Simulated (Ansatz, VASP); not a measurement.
**Ta3N in VASP and in Ansatz**

```
CELL_PARAMETERS angstrom
3.03222 0.00000 0.00000
-1.51611 2.62598 0.00000
0.00000 0.00000 7.52414
ATOMIC_POSITIONS crystal
Ta 0.66667 0.33333 0.82607
Ta 0.33333 0.66667 0.17393
Ta 0.00000 0.00000 0.50000
N 0.00000 0.00000 0.00000
```

Alike in both runs: task relaxation of cell and atoms; functional PBEsol; k mesh 10 × 10 × 4; occupations fermi-dirac, width 0.05 eV; no spin polarisation; Hubbard terms Ta d U = 3.0 eV.

|  | VASP | Ansatz |
| --- | --- | --- |
| version | VASP 6.6.1 | Ansatz 0.2.0 |
| potentials or method | VASP PAW PBE potentials, release 64 (Ta_pv, N) | Ansatz PAW |
| plane-wave cutoff (eV) | 600 | 420 |
| valence electrons in the cell | 38 | 44 |

VASP gave:

```
gap on the k mesh at the Fermi level, each at its own relaxed structure (eV) : none
relaxed volume (Å³/atom)                                                     : 15.05
relaxed cell length with the largest relative difference (Å)                 : 3.031
```

Question: What did Ansatz give for the same quantities?

Answer: gap on the k mesh at the Fermi level, each at its own relaxed structure (eV): none; relaxed volume (Å³/atom): 14.65; relaxed cell length with the largest relative difference (Å): 3.001.

VASP's potentials were made for PBE, not for PBEsol. The programs project onto different local orbitals, so the same U acts differently, and such runs can settle in different states. A gap of «none» marks a metal or a gap that the smearing closes. VASP's potentials hold 38 valence electrons a cell and Ansatz's 44, so a difference there can come from the potentials and not from the codes.

Neither program's run includes spin-orbit coupling. Noted on Ansatz's run: the plane-wave basis is chosen anew once the cell has moved, so the energies of steps on either side of that aren't comparable.
